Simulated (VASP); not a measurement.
Input of a VASP 6.6.1 run:

INCAR

```
  PREC = Accurate
  ENCUT = 520
  EDIFF = 1E-7
  ISMEAR = -1
  SIGMA = 0.1
  LREAL = F
  LASPH = T
  NELM = 100
  ALGO = Normal
  ISIF = 2
  LWAVE = F
  LCHARG = F
  GGA = PE
  NBANDS = 11
```

Contents of KPOINTS:

```
Automatic mesh
0
Gamma
  12 12 7
```

POSCAR

```
C
1.0
    2.4573262649      0.0000000000      0.0000000000
   -1.2286631324      2.1281069708      0.0000000000
    0.0000000000      0.0000000000      2.2753926311
C
2
Direct
    0.3333333333      0.6666666667      0.2500000000
    0.6666666667      0.3333333333      0.7500000000
```

Potentials or basis: VASP PAW PBE potentials, release 64 (C).

Launch:

```sh
$ cat potpaw_PBE.64/C/POTCAR > POTCAR
$ mpirun -np 1 vasp_std > vasp.out
```

Question: Estimate the pressure.

Answer: 5.3 GPa.

Question: Predict the band gap on the k mesh.

Answer: Zero (band 4 reaches 13.72 eV, above the bottom of band 5 at 4.86 eV).

Caveat: the k points lie up to 0.39 Å⁻¹ apart.
